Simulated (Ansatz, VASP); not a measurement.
**One calculation of MgI2, two programs**

```
CELL_PARAMETERS angstrom
4.23517 0.00000 0.00000
-2.11758 3.66776 0.00000
0.00000 0.00000 6.99658
ATOMIC_POSITIONS crystal
Mg 0.00000 0.00000 0.00000
I 0.33333 0.66667 0.75763
I 0.66667 0.33333 0.24237
```

Change from the starting cell: volume scaled by 1.06, crystal datasets.

Alike in both runs: task electric field gradients; functional PBEsol; k mesh 7 × 7 × 4; occupations fermi-dirac, width 0.03 eV; no spin polarisation.

|  | VASP | Ansatz |
| --- | --- | --- |
| version | VASP 6.6.1 | Ansatz 0.2.0 |
| potentials or method | VASP PAW PBE potentials, release 64 (Mg, I), cutoff 520 eV | all-electron PAW with datasets made for the crystal, scalar-relativistic |

Ansatz gave:

```
gap on the k mesh at the Fermi level (eV)                     : 3.36
pressure (GPa)                                                : -1.7
traceless stress, the component that is largest in VASP (GPa) : 0.29
rms of the force components (eV/Å)                            : 0.138
size of Vzz on the site where it differs most (V/Å²)          : 50.0
```

**Question.** Which values does VASP return?

**Answer.** gap on the k mesh at the Fermi level (eV): 3.35; pressure (GPa): -1.7; traceless stress, the component that is largest in VASP (GPa): 0.30; rms of the force components (eV/Å): 0.140; size of Vzz on the site where it differs most (V/Å²): 48.5.

VASP's potentials were made for PBE, not for PBEsol. Atom by atom the forces differ by 0.002 eV/Å (rms over components). Ansatz ran all-electron here, and VASP with PAW potentials.

Neither program's run includes spin-orbit coupling.
